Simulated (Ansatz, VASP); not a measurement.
# Zn4SeO3 in VASP and in Ansatz

```xyz
8
Lattice="4.8306 -0.0082 0.0002 -0.0082 4.9581 0.0012 0.0002 0.0012 4.8147" Properties=species:S:1:pos:R:3 pbc="T T T"
Zn    1.3010    1.3716    1.3306
Zn    1.2847    3.4243    3.4457
Zn    3.4445    1.2743    3.5515
Zn    3.5524    3.7613    1.3979
Se    0.0285    0.0908   -0.1972
O     2.3372    2.3751    4.8815
O     2.4112    4.9676    2.4239
O     4.9308    2.5393    2.4301
```

Change from the starting cell: cell x1, atoms moved at random (sigma 0.1 Å) and cell strained at random (1.5 %), then relaxed without symmetry.

Alike in both runs: task relaxation of cell and atoms; functional PBE; k mesh 4 × 4 × 4; occupations gaussian, width 0.2 eV; no spin polarisation.

|  | VASP | Ansatz |
| --- | --- | --- |
| version | VASP 6.6.1 | Ansatz 0.2.0 |
| potentials or method | VASP PAW PBE potentials, release 64 (Zn, Se, O), cutoff 600 eV | scalar-relativistic, plane waves, PAW |
| valence electrons in the cell | 72 | 82 |

|  | VASP | Ansatz | Ansatz less VASP |
| --- | --- | --- | --- |
| gap on the k mesh at the Fermi level, each at its own relaxed structure (eV) | none | none | - |
| relaxed volume (Å³/atom) | 14.70 | 14.63 | -0.063 |
| relaxed length of the cell vector where the two differ most in proportion (Å) | 4.905 | 4.886 | -0.0195 |

A gap of «none» marks a metal or a gap that the smearing closes. VASP's potentials hold 72 valence electrons a cell and Ansatz's 82, so a difference there can come from the potentials and not from the codes.
